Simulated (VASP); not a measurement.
# I (Cmce) in VASP: notebook, part 2 of 2

VASP 6.6.1. Earlier steps stand in the parts before.

## Step 4: Relaxation of cell and atoms, BLYP+D4

The input, INCAR:

```
  PREC = Accurate
  ENCUT = 600
  EDIFF = 1E-6
  ISMEAR = -1
  SIGMA = 0.05
  LREAL = F
  LASPH = T
  NELM = 100
  ALGO = Normal
  ISIF = 3
  LWAVE = F
  LCHARG = F
  GGA = B5
  ALDAX = 1.0
  AGGAX = 1.0
  AGGAC = 1.0
  ALDAC = 0.0
  IVDW = 13
  VDW_S6 = 1.0
  VDW_S8 = 2.34076671
  VDW_A1 = 0.44488865
  VDW_A2 = 4.0933009
  IBRION = 2
  NSW = 60
  EDIFFG = -0.01
```

The input, KPOINTS:

```
regular mesh
0
Gamma
  7 7 3
```

The input, POSCAR:

```
I
1.0
    3.6350350000     -2.3950200000      0.0000000000
    3.6350350000      2.3950200000      0.0000000000
    0.0000000000      0.0000000000      9.7934400000
I
4
Direct
    0.6493000000      0.3507000000      0.3844000000
    0.1493000000      0.8507000000      0.1156000000
    0.3507000000      0.6493000000      0.6156000000
    0.8507000000      0.1493000000      0.8844000000
```

Command:

```sh
$ cat potpaw_PBE.64/I/POTCAR > POTCAR
$ mpirun -np 1 vasp_std > vasp.out
```

Wall time 40 min (1 thread of Intel Xeon 8259CL, shared host); peak memory 0.39 GiB.

The run converged. Its results:

```yaml
Free_energy: -6.9884 eV
Relaxed_volume: 40.37 Å³/atom
Relaxed_cell: a = 4.286 Å, b = 4.286 Å, c = 9.695 Å, α = 90.00°, β = 90.00°, γ = 65.08°
Space_group_after_relaxing_to_0.1_Å: Cmce (No. 64)
Energy_gained_by_relaxing: 49.6 meV/atom
Ionic_steps: 22
Pressure_after_relaxing: 0.0 GPa
Largest_force_after_relaxing: 0.004 eV/Å
Band_gap_on_the_k_mesh: 0.86 eV (least direct gap 1.16 eV)
Dispersion_energy_per_atom: -0.670 eV
```

Forces in eV/Å, atoms in the order of the input:
```
I    0.000  0.003 -0.003
I    0.000  0.003  0.003
I    0.000 -0.003  0.003
I    0.000 -0.003 -0.003
```

Step by step:
```csv
step,energy change (eV),largest force (eV/Å),pressure (GPa),volume (Å³)
1,0.0000,1.1556,1.15,170.52
2,-0.0652,0.1718,-1.84,178.10
3,-0.1103,0.2396,-0.84,174.91
4,-0.1474,0.2000,-0.56,170.53
5,-0.1786,0.1519,0.43,160.79
6,-0.1797,0.1468,0.22,162.47
7,-0.1798,0.1470,0.25,162.17
8,-0.1845,0.1142,-0.08,162.57
9,-0.1845,0.1158,-0.08,162.58
10,-0.1898,0.1037,-0.02,162.21
11,-0.1948,0.0604,0.21,161.05
12,-0.1952,0.0703,0.15,161.29
13,-0.1966,0.0481,-0.19,162.71
14,-0.1969,0.0478,-0.09,162.30
15,-0.1977,0.0193,0.02,161.89
16,-0.1977,0.0119,0.01,161.93
17,-0.1980,0.0103,-0.03,161.96
18,-0.1981,0.0129,-0.06,161.98
19,-0.1983,0.0146,-0.02,161.71
20,-0.1984,0.0191,0.04,161.41
21,-0.1984,0.0100,0.02,161.45
22,-0.1984,0.0044,0.01,161.49
```

Final structure:
```cif
data_structure
_symmetry_space_group_name_H-M 'P 1'
_symmetry_Int_Tables_number 1
_cell_length_a 4.2857
_cell_length_b 4.2857
_cell_length_c 9.6947
_cell_angle_alpha 90.000
_cell_angle_beta 90.000
_cell_angle_gamma 65.081
_cell_volume 161.49
loop_
_atom_site_label
_atom_site_type_symbol
_atom_site_fract_x
_atom_site_fract_y
_atom_site_fract_z
_atom_site_occupancy
I1 I 0.67251 0.32749 0.37791 1
I2 I 0.17251 0.82749 0.12209 1
I3 I 0.32749 0.67251 0.62209 1
I4 I 0.82749 0.17251 0.87791 1
```

Levels at points of the mesh, in eV from the valence-band top:
```csv
k point,band 10,band 11,band 12,band 13,band 14,band 15,band 16,band 17,band 18
"(0.00, 0.00, 0.00)",-1.01,-0.75,-0.72,-0.22,-0.02,1.15,1.81,5.12,5.63
```

Caveat: the PAW data sets were made with another functional, which shifts forces and pressure a little; spin-orbit coupling is left out, which moves the levels of the heavy elements.

## Step 5: Single point, HF

POSCAR is that of step 4.

The input, INCAR.step1:

```
SYSTEM = I
ALGO     = Normal         ! electronic algorithm
EDIFF    = 1E-5           ! SCF threshold, eV
ENCUT    = 520            ! plane-wave cutoff, eV
GGA      = PE             ! functional
ISIF     = 2              ! what is computed and relaxed
ISMEAR   = -1             ! smearing method
LASPH    = .TRUE.         ! aspherical terms in the spheres
LREAL    = .FALSE.        ! projectors in reciprocal space
LWAVE    = .TRUE.         ! write WAVECAR
NBANDS   = 22             ! bands
NELM     = 100            ! most SCF steps
PREC     = Accurate       ! precision mode
SIGMA    = 0.05           ! smearing width, eV
```

The input, INCAR.step2:

```
SYSTEM = I
AEXX     = 1.0            ! exact-exchange fraction
AGGAC    = 0.0          
ALDAC    = 0.0          
ALGO     = Normal         ! electronic algorithm
EDIFF    = 1E-6           ! SCF threshold, eV
ENCUT    = 520            ! plane-wave cutoff, eV
GGA      = PE             ! functional
ISIF     = 2              ! what is computed and relaxed
ISMEAR   = -1             ! smearing method
ISTART   = 1            
LASPH    = .TRUE.         ! aspherical terms in the spheres
LCHARG   = .TRUE.         ! write CHGCAR
LELF     = .TRUE.         ! ELF
LHFCALC  = .TRUE.         ! exact exchange
LREAL    = .FALSE.        ! projectors in reciprocal space
LVHAR    = .TRUE.       
LWAVE    = .FALSE.        ! write WAVECAR
NBANDS   = 22             ! bands
NELM     = 100            ! most SCF steps
PREC     = Accurate       ! precision mode
PRECFOCK = Normal       
SIGMA    = 0.05           ! smearing width, eV
```

The input, KPOINTS:

```
k-points
0
G
  4 4 2
  0 0 0
```

Command:

```sh
$ cat potpaw_PBE.64/I/POTCAR > POTCAR
$ cp INCAR.step1 INCAR
$ mpirun -np 1 vasp_std > vasp.out
$ cp INCAR.step2 INCAR
$ mpirun -np 1 vasp_std > vasp.out
```

Wall time 31 min (1 thread of Intel Xeon 6975P-C (Granite Rapids), shared host); peak memory 0.33 GiB.

The run converged. Its results:

```
Free energy            : -19.0690 eV
Pressure               : 2.9 GPa
Largest force          : 0.709 eV/Å
Band gap on the k mesh : 8.23 eV (least direct gap 8.66 eV)
```

Forces in eV/Å, atoms in the order of the input:
```
I    0.000  0.306  0.639
I    0.000  0.306 -0.639
I    0.000 -0.306 -0.639
I    0.000 -0.306  0.639
```

Stress tensor (GPa, compression positive):
```
2.86 0.00 0.00
0.00 3.39 0.00
0.00 0.00 2.38
```

Levels at points of the mesh, in eV from the valence-band top:
| k point | band 11 | band 12 | band 13 | band 14 | band 15 | band 16 | band 17 | band 18 |
| --- | --- | --- | --- | --- | --- | --- | --- | --- |
| (0.00, 0.00, 0.00) | -1.39 | -0.75 | -0.43 | -0.33 | 8.33 | 9.51 | 12.16 | 12.27 |
| (0.50, 0.00, 0.00) | -1.55 | -1.55 | -0.65 | -0.65 | 9.20 | 9.20 | 12.25 | 12.25 |
| (0.50, 0.50, 0.00) | -2.62 | -1.63 | -1.03 | -0.68 | 8.23 | 8.93 | 11.97 | 12.76 |
| (0.00, 0.00, 0.50) | -1.32 | -1.32 | -0.37 | -0.37 | 8.67 | 8.67 | 12.83 | 12.83 |
| (0.50, 0.00, 0.50) | -1.16 | -1.16 | 0.00 | 0.00 | 8.69 | 8.69 | 12.67 | 12.67 |
| (0.50, 0.50, 0.50) | -1.66 | -1.66 | -1.54 | -1.54 | 8.32 | 8.32 | 13.09 | 13.09 |

Caveat: the PAW data sets were made with another functional, which shifts forces and pressure a little; spin-orbit coupling is left out, which moves the levels of the heavy elements.

## Step 6: Overview

```tsv
task	level	cell	k mesh	cutoff (eV)	grid for exact exchange (PRECFOCK)	share of exact exchange	gap on the mesh (eV)	pressure (GPa)	relaxed volume (Å³/atom)	largest force (eV/Å)
relaxation of cell and atoms	RPBE+D4	relaxed	7 × 7 × 3	600	-	-	0.85	0.0	37.49	-
relaxation of cell and atoms	BLYP+D3(BJ)	relaxed	7 × 7 × 3	600	-	-	0.83	0.0	39.44	0.01
relaxation of cell and atoms	BLYP+D4	relaxed	7 × 7 × 3	600	-	-	0.86	0.0	40.37	-
single point	HF	as given	4 × 4 × 2	520	Normal	1	8.23	2.9	-	0.71
```

Alike in all rows: potentials or basis VASP PAW PBE potentials, release 64 (I); no spin polarisation; smearing fermi-dirac 0.05 eV.

Caveats: the PAW data sets were made with another functional, which shifts forces and pressure a little; spin-orbit coupling is left out, which moves the levels of the heavy elements.

Absolute energies hang on the potentials; compare differences alone.
